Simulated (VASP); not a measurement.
Set up this calculation in VASP 6.6.1, as the native input.

```
Task                   : single point
Functional             : PBE
Potentials or basis    : VASP PAW PBE potentials, release 64 (Si)
Cutoff                 : 500 eV
k mesh                 : 10 × 10 × 10
Occupations            : fermi-dirac, width 0.3 eV
Spin                   : no spin polarisation
Dipole correction      : no
Further INCAR settings : ALGO = Normal; EDIFF = 1e-06; NBANDS = 11
```

The structure of Si lies in POSCAR:

```
Si
1.0
    0.0000000000      2.7354874751      2.7354874751
    2.7354874751      0.0000000000      2.7354874751
    2.7354874751      2.7354874751      0.0000000000
Si
2
Direct
    0.5000000000      0.5000000000      0.5000000000
    0.7500000000      0.7500000000      0.7500000000
```

The input as run:

INCAR

```
PREC     = Accurate       # precision mode
ENCUT    = 500            # plane-wave cutoff, eV
EDIFF    = 1E-6           # SCF threshold, eV
ISMEAR   = -1             # smearing method
SIGMA    = 0.3            # smearing width, eV
LREAL    = False          # projectors in reciprocal space
LASPH    = True           # aspherical terms in the spheres
NELM     = 120            # most SCF steps
ALGO     = Normal         # electronic algorithm
ISIF     = 2              # what is computed and relaxed
LWAVE    = False          # write WAVECAR
LCHARG   = False          # write CHGCAR
GGA      = PE             # functional
NBANDS   = 11             # bands
GGA_COMPAT= False
```

KPOINTS

```
Automatic mesh
0
Gamma
  10 10 10
```

Potentials or basis: VASP PAW PBE potentials, release 64 (Si).

Launch:

```bash
$ cat potpaw_PBE.64/Si/POTCAR > POTCAR
$ mpirun -np 1 vasp_std > vasp.out
```

It gave:

```yaml
Pressure: -0.2 GPa
Band_gap_on_the_k_mesh: 0.62 eV, indirect (least direct gap 2.56 eV)
```

Wall time 33 s on 1 thread of Intel Xeon 8259CL, with other jobs on the host, peak memory 0.15 GiB.
